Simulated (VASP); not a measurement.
A run of VASP 6.6.1 is set up as follows.

File INCAR:

```
SYSTEM = CuO
PREC = Accurate
ENCUT = 520
EDIFF = 1E-6
ISMEAR = -1
SIGMA = 0.05
LREAL = .False.
LASPH = .True.
NELM = 80
ALGO = Normal
ISIF = 2
LWAVE = .False.
LCHARG = .False.
GGA = RP
NBANDS = 25
```

KPOINTS

```
Automatic mesh
0
Gamma
  10 10 5
  0 0 0
```

Contents of POSCAR:

```
CuO
1.0
    2.3601776944     -1.7247471694      0.0000000000
    2.3601776944      1.7247471694      0.0000000000
   -0.8662490821      0.0000000000      5.0929466782
Cu O
2 2
Direct
    0.0032000000      0.4968000000      0.0000000000
    0.4968000000      0.0032000000      0.5000000000
    0.5714000000      0.4056000000      0.2537000000
    0.4056000000      0.5714000000      0.7537000000
```

Potentials or basis: VASP PAW PBE potentials, release 64 (Cu, O).

Command:

```bash
$ cat potpaw_PBE.64/Cu/POTCAR potpaw_PBE.64/O/POTCAR > POTCAR
$ mpirun -np 1 vasp_std > vasp.out
```

(1) What does it give for the pressure?

(2) Predict the largest force.

(3) Predict the band gap on the k mesh.

Answers

(1) 8.3 GPa.

(2) 0.754 eV/Å.

(3) zero (band 17 reaches 5.86 eV, above the bottom of band 18 at 5.27 eV).

Caveat: the PAW data sets were made with another functional, which shifts forces and pressure a little; semilocal functionals often make such compounds metallic where correlation or magnetic order opens a gap, which also shifts bond lengths.
